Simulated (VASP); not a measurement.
A run of VASP 6.6.1:

File INCAR:

```
PREC = Accurate
ENCUT = 520
EDIFF = 1E-6
ISMEAR = 0
SIGMA = 0.1
LREAL = F
LASPH = T
NELM = 60
ALGO = Normal
ISIF = 2
LWAVE = F
LCHARG = F
LDIPOL = T
IDIPOL = 3
DIPOL = 0.5 0.5 0.362
GGA = PE
NBANDS = 36
```

The input KPOINTS:

```
Automatic mesh
0
Gamma
  9 9 1
```

Contents of POSCAR:

```
Ti3SiN3
1.0
    3.0028555065      0.0000000000      0.0000000000
   -1.5014277533      2.6005491526      0.0000000000
    0.0000000000      0.0000000000     21.5541471922
N Ti Si
3 3 1
Direct
    0.3333333333      0.6666666666      0.1855791354
    0.0000000000      0.0000000000      0.2993308525
    0.6666666667      0.3333333334      0.4147299352
    0.6666666667      0.3333333334      0.2424549940
    0.3333333333      0.6666666666      0.3575097830
    0.0000000000      0.0000000000      0.4664599858
    0.0000000000      0.5000000000      0.5697871941
```

Potentials or basis: VASP PAW PBE potentials, release 64 (N, Ti_sv, Si).

Launch:

```sh
$ cat potpaw_PBE.64/N/POTCAR potpaw_PBE.64/Ti_sv/POTCAR potpaw_PBE.64/Si/POTCAR > POTCAR
$ mpirun -np 1 vasp_std > vasp.out
```

Hardware: 1 thread of Intel(R) Xeon(R) 6975P-C (Granite Rapids), with other jobs on the host.

Q: How long does it take, and how much memory?

A: Run time: 2.1 min on 1 thread of Intel(R) Xeon(R) 6975P-C (Granite Rapids) (shared host), peak memory 0.36 GiB. Counts: scf iterations 30, k points 25.
